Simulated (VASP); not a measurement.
# BiAs (zincblende type) (I-4m2) in VASP: electric field gradients with PBE

Aim: the electric field gradients of BiAs (zincblende type) with PBE.

Program: VASP 6.6.1. These are calculated values, not measurements. Logs are shortened: lines on timing, memory, paths and dates and some standing lists are left out, and cuts for length are marked.

## Step 1: The cell of the first run

Symmetry: I-4m2, No. 119, tetragonal system. The conventional cell has a = 4.778 Å, b = 4.778 Å, c = 6.605 Å, α = 90.00°, β = 90.00°, γ = 90.00°. Within 3.8 Å of Bi (site symmetry -4m2) lie 4 As at 2.90 Å. As (site symmetry -4m2) has 4 Bi at 2.90 Å within 3.8 Å.

## Step 2: Electric field gradients, PBE (z stretched by -1.5 % at fixed volume)

INCAR

```
SYSTEM = BiAs
PREC = Accurate
ENCUT = 520
EDIFF = 1E-8
ISMEAR = -1
SIGMA = 0.03
LREAL = .False.
LASPH = .True.
NELM = 100
ALGO = Normal
ISIF = 2
LWAVE = .False.
LCHARG = .False.
GGA = PE
LEFG = .True.
NBANDS = 17
```

KPOINTS

```
Automatic mesh
0
Gamma
  10 10 10
  0 0 0
```

POSCAR

```
BiAs
1.0
    0.0000000000      3.3782855424      3.3025598772
    3.3782855424      0.0000000000      3.3025598772
    3.3782855424      3.3782855424      0.0000000000
Bi As
1 1
Direct
    0.0000000000      0.0000000000      0.0000000000
    0.2500000000      0.2500000000      0.2500000000
```

Potentials or basis: VASP PAW PBE potentials, release 64 (Bi_d, As).

On the command line:

```console
> cat potpaw_PBE.64/Bi_d/POTCAR potpaw_PBE.64/As/POTCAR > POTCAR
> mpirun -np 1 vasp_std > vasp.out
```

OUTCAR:

```text
SYSTEM = BiAs
   PREC = Accurate
   ENCUT = 520
   EDIFF = 1E-8
   ISMEAR = -1
   LREAL = .False.
   LASPH = .True.
   NELM = 100
   ISIF = 2
   GGA = PE

 ion  position               nearest neighbor table
   1  0.000  0.000  0.000-   2 2.90   2 2.90   2 2.90   2 2.90
   2  0.250  0.250  0.250-   1 2.90   1 2.90   1 2.90   1 2.90

  LATTYP: Found a body centered tetragonal cell.
 ALAT       =     4.7776172316
 C/A-ratio  =     1.3825133815

  Lattice vectors:

 A1 = (   0.0000000000,  -3.3782855424,  -3.3025598772)
 A2 = (   0.0000000000,   3.3782855424,  -3.3025598772)
 A3 = (   3.3782855424,   0.0000000000,   3.3025598772)

Analysis of symmetry for initial positions (statically):
=====================================================================
 Subroutine PRICEL returns:
 Original cell was already a primitive cell.

 Routine SETGRP: Setting up the symmetry group for a
 body centered tetragonal supercell.

 Subroutine GETGRP returns: Found  8 space group operations
 (whereof  8 operations were pure point group operations)
 out of a pool of 16 trial point group operations.

The static configuration has the point symmetry D_2d.

Analysis of symmetry for dynamics (positions and initial velocities):
=====================================================================
 Subroutine PRICEL returns:
 Original cell was already a primitive cell.

 Routine SETGRP: Setting up the symmetry group for a
 body centered tetragonal supercell.

 Subroutine GETGRP returns: Found  8 space group operations
 (whereof  8 operations were pure point group operations)
 out of a pool of 16 trial point group operations.

The dynamic configuration has the point symmetry D_2d.

 Subroutine INISYM returns: Found  8 space group operations
 (whereof  8 operations are pure point group operations),
 and found     1 'primitive' translations

----------------------------------------------------------------------------------------

                                     Primitive cell

  volume of cell :      75.3830

  direct lattice vectors                    reciprocal lattice vectors
     0.000000000  3.378285542  3.302559877    -0.148004067  0.148004067  0.151397709
     3.378285542  0.000000000  3.302559877     0.148004067 -0.148004067  0.151397709
     3.378285542  3.378285542  0.000000000     0.148004067  0.148004067 -0.151397709

  length of vectors
     4.724374556  4.724374556  4.777617232     0.258324745  0.258324745  0.258324745

  position of ions in fractional coordinates (direct lattice)
     0.000000000  0.000000000  0.000000000
     0.250000000  0.250000000  0.250000000

  ion indices of the primitive-cell ions
   primitive index   ion index
                 1           1
                 2           2

----------------------------------------------------------------------------------------

 KPOINTS: Automatic mesh

Automatic generation of k-mesh.
 Grid dimensions read from file:
 generate k-points for:   10   10   10

 Generating k-lattice:

  Cartesian coordinates                     Fractional coordinates (reciprocal lattice)
    -0.014800407  0.014800407  0.015139771     0.100000000 -0.000000000  0.000000000
     0.014800407 -0.014800407  0.015139771    -0.000000000  0.100000000  0.000000000
     0.014800407  0.014800407 -0.015139771     0.000000000  0.000000000  0.100000000

  Length of vectors
     0.025832475  0.025832475  0.025832475

  Shift w.r.t. Gamma in fractional coordinates (k-lattice)
     0.000000000  0.000000000  0.000000000

 Subroutine IBZKPT returns following result:
 ===========================================

 Found    102 irreducible k-points:

 Following reciprocal coordinates:
            Coordinates               Weight
  0.000000  0.000000  0.000000      1.000000
  0.100000 -0.000000  0.000000      8.000000
  0.200000 -0.000000  0.000000      8.000000
  0.300000 -0.000000  0.000000      8.000000
  0.400000 -0.000000  0.000000      8.000000
  0.500000  0.000000  0.000000      4.000000
[... 16 lines left out ...]
  0.300000  0.300000  0.000000      2.000000
  0.400000  0.300000  0.000000      8.000000
 [... further k-points ...]
   k-points           NKPTS =    102   k-points in BZ     NKDIM =    102   number of bands    NBANDS=     17
   number of dos      NEDOS =    301   number of ions     NIONS =      2
   total plane-waves  NPLWV =  46656
   dimension x,y,z NGX =    36 NGY =   36 NGZ =   36
   dimension x,y,z NGXF=    72 NGYF=   72 NGZF=   72
   ions per type =               1   1
   NGX,Y,Z   is equivalent  to a cutoff of  12.67, 12.67, 12.53 a.u.
   NGXF,Y,Z  is equivalent  to a cutoff of  25.34, 25.34, 25.05 a.u.
 SYSTEM =  BiAs
   PREC   = accura    normal or accurate (medium, high low for compatibility)
   ISTART =      0    job   : 0-new  1-cont  2-samecut
   ICHARG =      2    charge: 1-file 2-atom 10-const
   ISPIN  =      1    spin polarized calculation?
   LNONCOLLINEAR =      F non collinear calculations
   LSORBIT =      F    spin-orbit coupling
   LASPH  =      T    aspherical Exc in radial PAW
   ENCUT  =  520.0 eV  38.22 Ry    6.18 a.u.   8.78  8.78  8.88*2*pi/ulx,y,z
   NELM   =    100;   NELMIN=  2; NELMDL= -5     # of ELM steps
   EDIFF  = 0.1E-07   stopping-criterion for ELM
   LREAL  =      F    real-space projection
   EDIFFG = 0.1E-06   stopping-criterion for IOM
   NSW    =      0    number of steps for IOM
   IBRION =     -1    ionic relax: 0-MD 1-quasi-New 2-CG
   NFREE  =      0    steps in history (QN), initial steepest desc. (CG)
   ISIF   =      2    stress and relaxation
   ISYM   =      2    0-nonsym 1-usesym 2-fastsym
   POTIM  = 0.5000    time-step for ionic-motion
   TEBEG  =    0.0;   TEEND  =   0.0 temperature during run
   PSTRESS=    0.0 pullay stress
   NELECT =      20.0000    total number of electrons
   NUPDOWN=      -1.0000    fix difference up-down
   EMIN   =  10.00;   EMAX   =-10.00  energy-range for DOS
   EFERMI =   0.00;   METHOD = LEGACY
   ISMEAR =    -1;   SIGMA  =   0.03  broadening in eV -4-tet -1-fermi 0-gaus
   EFERMI_NEDOS =   21; number of points for ismear=-14 and -15
   IALGO  =     38    algorithm
   IMIX   =      4    mixing-type and parameters
     AMIX     =   0.40;   BMIX     =  1.00
     AMIX_MAG =   1.60;   BMIX_MAG =  1.00
  volume/ion in A,a.u.               =      37.69       254.35
  Fermi-wavevector in a.u.,A,eV,Ry     =   1.051947  1.987891 15.056093  1.106592
  Thomas-Fermi vector in A             =   2.187010
   LORBIT       =      0    0 simple, 1 ext, 2 COOP (PROOUT), +10 PAW based schemes
   GGA     = PE    functional components
   LHFCALC =     F    Hartree Fock is set to
   AEXX    =    0.0000 exact exchange contribution
   IVDW    =     0    specifies the selected vdW correction
   LEPSILON=     F    determine dielectric tensor
   LRPA    =     F    only Hartree local field effects (RPA)
 non-spin polarized calculation
  energy-cutoff  :      520.00
  volume of cell :       75.38
 maximum number of plane-waves:      2052
   NGX = 17   NGY = 17   NGZ = 17

 number of electron      20.0000007 magnetization

 Free energy of the ion-electron system (eV)
  ---------------------------------------------------
  ext. energy  EPLUGINS =         0.00000000
  ---------------------------------------------------
  free energy    TOTEN  =        -8.14460176 eV

  energy without entropy =       -8.14132445  energy(sigma->0) =       -8.14296310

 E-fermi :   3.4177     XC(G=0):  -8.2292

 val. band max:        3.3969382389   @ k =   0.5000  -0.0000   0.4000
 cond. band min:       3.4195760997   @ k =   0.5000   0.4000   0.1000
 fundamental gap:      0.0226378607
 Fermi energy:         3.4176837039

 k-point     1 :       0.0000    0.0000    0.0000
  band No.  band energies     occupation
      1     -19.5307      2.00000
      2     -19.5284      2.00000
      3     -19.5284      2.00000
      4     -19.5143      2.00000
      5     -19.5097      2.00000
      6      -9.4158      2.00000
[... 9 lines left out ...]
     16      11.1022      0.00000
     17      11.6983      0.00000

 k-point     2 :       0.1000   -0.0000    0.0000
  band No.  band energies     occupation
      1     -19.5305      2.00000
      2     -19.5283      2.00000
      3     -19.5280      2.00000
      4     -19.5142      2.00000
      5     -19.5097      2.00000
      6      -9.3447      2.00000
[... 9 lines left out ...]
     16      10.6012      0.00000
     17      11.4842      0.00000
[... 421 lines left out ...]
 k-point    24 :       0.4000    0.3000    0.0000
  band No.  band energies     occupation
      1     -19.5369      2.00000
      2     -19.5215      2.00000
      3     -19.5213      2.00000
      4     -19.5118      2.00000
      5     -19.5117      2.00000
      6      -8.2522      2.00000
[... 9 lines left out ...]
     16      12.0201      0.00000
     17      13.3811      0.00000

 [... further k-points ...]
[... 5 lines left out ...]
  --------------------------------------------------------------------------------------
  -------------------------------------------------------------------------------------
  Total        0.0086876      0.0086876     -0.0211117      0.0000000      0.0000000      0.0000000
  in kB        0.1846445      0.1846445     -0.4487040      0.0000000      0.0000000      0.0000000
  external PRESSURE =      -0.0264717 kB  Pullay stress =       0.0000000 kB

 VOLUME and BASIS-vectors are now :
 -----------------------------------------------------------------------------
  energy-cutoff  :      520.00
  volume of cell :       75.38
      direct lattice vectors                 reciprocal lattice vectors
     0.000000000  3.378285542  3.302559877    -0.148004067  0.148004067  0.151397709
     3.378285542  0.000000000  3.302559877     0.148004067 -0.148004067  0.151397709
     3.378285542  3.378285542  0.000000000     0.148004067  0.148004067 -0.151397709

 POSITION                                       TOTAL-FORCE (eV/Angst)
 -----------------------------------------------------------------------------------
      0.00000      0.00000      0.00000         0.000000      0.000000      0.000000
      1.68914      1.68914      1.65128        -0.000000     -0.000000     -0.000000
 -----------------------------------------------------------------------------------
    total drift:                               -0.000000     -0.000000      0.000000

  FREE ENERGIE OF THE ION-ELECTRON SYSTEM (eV)
  ---------------------------------------------------
  free  energy   TOTEN  =        -8.1446017628 eV

  energy  without entropy=       -8.1413244471  energy(sigma->0) =       -8.14296310

 Electric field gradients (V/A^2)
---------------------------------------------------------------------
 ion       V_xx      V_yy      V_zz      V_xy      V_xz      V_yz
---------------------------------------------------------------------
   1      15.350    15.350   -30.701     0.001     0.002     0.002
   2       4.017     4.017    -8.035     0.000     0.000     0.000
---------------------------------------------------------------------

 Electric field gradients after diagonalization (V/A^2)
 (convention: |V_zz| > |V_xx| > |V_yy|)
----------------------------------------------------------------------
 ion       V_xx      V_yy      V_zz     asymmetry (V_yy - V_xx)/ V_zz
----------------------------------------------------------------------
   1      15.351    15.349   -30.701       0.000
   2       4.017     4.017    -8.035       0.000
----------------------------------------------------------------------

           NMR quadrupolar parameters

 Cq : quadrupolar parameter    Cq=e*Q*V_zz/h
 eta: asymmetry parameters     (V_yy - V_xx)/ V_zz
 Q  : nuclear electric quadrupole moment in mb (millibarn)
----------------------------------------------------------------------
 ion       Cq(MHz)       eta       Q (mb)
----------------------------------------------------------------------
   1      -0.074       0.000       1.000
   2      -0.019       0.000       1.000
----------------------------------------------------------------------
```

Wall time 2.9 min (1 thread of Intel Xeon 8259CL, shared host); peak memory 0.3 GiB.

Results:

| Property | Result |
| --- | --- |
| Free energy | -8.1446 eV |
| Pressure | 0.0 GPa |
| Band gap on the k mesh | zero (bands 10 and 11 overlap by 0.84 eV) |
| Largest electric field gradient by atom | Bi -30.7; As -8.0 V/Å² |

Electric field gradients, principal values (V/Å²):
```tsv
atom	least	middle	greatest (by size)
1 Bi	15.349	15.351	-30.701
2 As	4.017	4.017	-8.035
```

Caveat: without QUAD_EFG the Cq values of the log hold for a quadrupole moment of 1 mb, not for the nuclei; spin-orbit coupling is left out, which moves the levels of the heavy elements.

The gap in the log of VASP goes by the Fermi energy; the results here count the filled bands.